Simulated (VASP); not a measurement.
# Si (Fd-3m) in VASP: settings compared, part 2 of 2

VASP 6.6.1.

## 4. Relaxation of cell and atoms, PBE

The input, INCAR:

```
  PREC = Accurate
  ENCUT = 600
  EDIFF = 1E-6
  ISMEAR = 0
  SIGMA = 0.02
  LREAL = F
  LASPH = T
  NELM = 80
  ALGO = Normal
  ISIF = 3
  LWAVE = F
  LCHARG = F
  GGA = PE
  IBRION = 2
  NSW = 100
  EDIFFG = -0.01
```

The input, KPOINTS:

```
Automatic mesh
0
Gamma
  12 12 12
```

The input, POSCAR:

```
Si
1.0
    0.0000000000      2.7333160104      2.7333160104
    2.7333160104      0.0000000000      2.7333160104
    2.7333160104      2.7333160104      0.0000000000
Si
2
Direct
    0.0000000000      0.0000000000      0.0000000000
    0.2500000000      0.2500000000      0.2500000000
```

Potentials or basis: VASP PAW PBE potentials, release 64 (Si).

Launch:

```
$ cat potpaw_PBE.64/Si/POTCAR > POTCAR
$ mpirun -np 1 vasp_std > vasp.out
```

OUTCAR:

```text
PREC = Accurate
   ENCUT = 600
   EDIFF = 1E-6
   ISMEAR = 0
   LREAL = F
   LASPH = T
   NELM = 80
   ISIF = 3
   GGA = PE
   IBRION = 2
   NSW = 100
   EDIFFG = -0.01

 ion  position               nearest neighbor table
   1  0.000  0.000  0.000-   2 2.37   2 2.37   2 2.37   2 2.37
   2  0.250  0.250  0.250-   1 2.37   1 2.37   1 2.37   1 2.37

  LATTYP: Found a face centered cubic cell.
 ALAT       =     5.4666320208

  Lattice vectors:

 A1 = (   0.0000000000,   2.7333160104,   2.7333160104)
 A2 = (   2.7333160104,   0.0000000000,   2.7333160104)
 A3 = (   2.7333160104,   2.7333160104,   0.0000000000)

Analysis of symmetry for initial positions (statically):
=====================================================================
 Subroutine PRICEL returns:
 Original cell was already a primitive cell.

 Routine SETGRP: Setting up the symmetry group for a
 face centered cubic supercell.

 Subroutine GETGRP returns: Found 48 space group operations
 (whereof 24 operations were pure point group operations)
 out of a pool of 48 trial point group operations.

The static configuration has the point symmetry T_d .
 The point group associated with its full space group is O_h .

[... 208 lines left out ...]
 E-fermi :   5.7089     XC(G=0):  -9.3241

 val. band max:        5.6074462590   @ k =   0.0000   0.0000   0.0000
 cond. band min:       6.2192219729   @ k =   0.4167   0.4167   0.0000
 fundamental gap:      0.6117757139
 Fermi energy:         5.7089232629

 k-point     1 :       0.0000    0.0000    0.0000
  band No.  band energies     occupation
      1      -6.2014      2.00000
      2       5.6074      2.00000
      3       5.6074      2.00000
      4       5.6074      2.00000
      5       8.1641      0.00000
      6       8.1641      0.00000
      7       8.1641      0.00000
      8       8.7317      0.00000
[... 243 lines left out ...]
 k-point    24 :      -0.4167    0.1667    0.0000
  band No.  band energies     occupation
      1      -3.6548      2.00000
      2      -1.0679      2.00000
      3       2.6699      2.00000
      4       4.0475      2.00000
      5       7.7822      0.00000
      6       9.6268      0.00000
      7       9.9896      0.00000
      8      13.5011      0.00000

 [... further k-points ...]
[... 5 lines left out ...]
  --------------------------------------------------------------------------------------
  -------------------------------------------------------------------------------------
  Total       -0.0188840     -0.0188840     -0.0188840      0.0000000     -0.0000000      0.0000000
  in kB       -0.7393262     -0.7393262     -0.7393262      0.0000000     -0.0000000      0.0000000
  external PRESSURE =      -0.7393262 kB  Pullay stress =       0.0000000 kB

 VOLUME and BASIS-vectors are now :
 -----------------------------------------------------------------------------
  energy-cutoff  :      600.00
  volume of cell :       40.92
      direct lattice vectors                 reciprocal lattice vectors
     0.000000000  2.735138859  2.735138859    -0.182806075  0.182806075  0.182806075
     2.735138859 -0.000000000  2.735138859     0.182806075 -0.182806075  0.182806075
     2.735138859  2.735138859  0.000000000     0.182806075  0.182806075 -0.182806075

 POSITION                                       TOTAL-FORCE (eV/Angst)
 -----------------------------------------------------------------------------------
      5.47028      5.47028      5.47028        -0.000000     -0.000000     -0.000000
      1.36757      1.36757      1.36757         0.000000      0.000000      0.000000
 -----------------------------------------------------------------------------------
    total drift:                               -0.000000      0.000000      0.000000

  FREE ENERGIE OF THE ION-ELECTRON SYSTEM (eV)
  ---------------------------------------------------
  free  energy   TOTEN  =       -10.8499021856 eV

  energy  without entropy=      -10.8499021856  energy(sigma->0) =      -10.84990219

 reached required accuracy - stopping structural energy minimisation
```

CONTCAR:

```text
Si
   1.00000000000000
     0.0000000000000000    2.7351388590262600    2.7351388590262600
     2.7351388590262600   -0.0000000000000000    2.7351388590262600
     2.7351388590262600    2.7351388590262600    0.0000000000000000
  Si
     2
Direct
     1.0000000000000000    1.0000000000000000    1.0000000000000000
     0.2500000000000000    0.2500000000000000    0.2500000000000000

  0.00000000E+00  0.00000000E+00  0.00000000E+00
  0.00000000E+00  0.00000000E+00  0.00000000E+00
```

It took 11 s on 1 thread of Intel Xeon 6975P-C (Granite Rapids), shared host; peak memory 0.18 GiB.

What came out:

* Free energy: -10.8499 eV
* Relaxed volume: 20.46 Å³/atom
* Relaxed cell: a = 3.868 Å, b = 3.868 Å, c = 3.868 Å, α = 60.00°, β = 60.00°, γ = 60.00°
* Space group after relaxing (to 0.05 Å): Fd-3m (No. 227)
* Energy gained by relaxing: 0.0 meV/atom
* Ionic steps: 2
* Pressure after relaxing: -0.1 GPa
* Band gap on the k mesh: 0.61 eV, indirect (least direct gap 2.56 eV)

Final structure:
```
CELL_PARAMETERS angstrom
0.00000 2.73514 2.73514
2.73514 0.00000 2.73514
2.73514 2.73514 0.00000
ATOMIC_POSITIONS crystal
Si 0.00000 0.00000 0.00000
Si 0.25000 0.25000 0.25000
```

Levels at points of the mesh, in eV from the valence-band top:
```
           k point  band 1  band 2  band 3  band 4  band 5  band 6  band 7  band 8
(0.00, 0.00, 0.00)  -11.81    0.00    0.00    0.00    2.56    2.56    2.56    3.12
(0.50, 0.00, 0.00)   -9.53   -6.86   -1.18   -1.18    1.46    3.35    3.35    7.70
(0.50, 0.50, 0.00)   -7.74   -7.74   -2.79   -2.79    0.75    0.75    9.93    9.93
```

## 5. The runs side by side

```tsv
task	level	cell	cutoff (eV)	gap on the mesh (eV)	pressure (GPa)
single point	PBE	a = 3.867 Å, angles 60.0°, 2 atoms	520	0.61	0.0
single point	r2SCAN	a = 3.867 Å, angles 60.0°, 2 atoms	520	0.81	-1.5
relaxation of cell and atoms	PBE	relaxed from a = 3.865 Å, angles 60.0°, 2 atoms	600	0.61	-0.1
```

Alike in all rows: potentials or basis VASP PAW PBE potentials, release 64 (Si); no spin polarisation; k mesh 12 × 12 × 12; smearing gaussian 0.02 eV.

Caveats: the PAW data sets were made with another functional, which shifts forces and pressure a little (some runs).

Absolute energies hang on the potentials; compare differences alone.
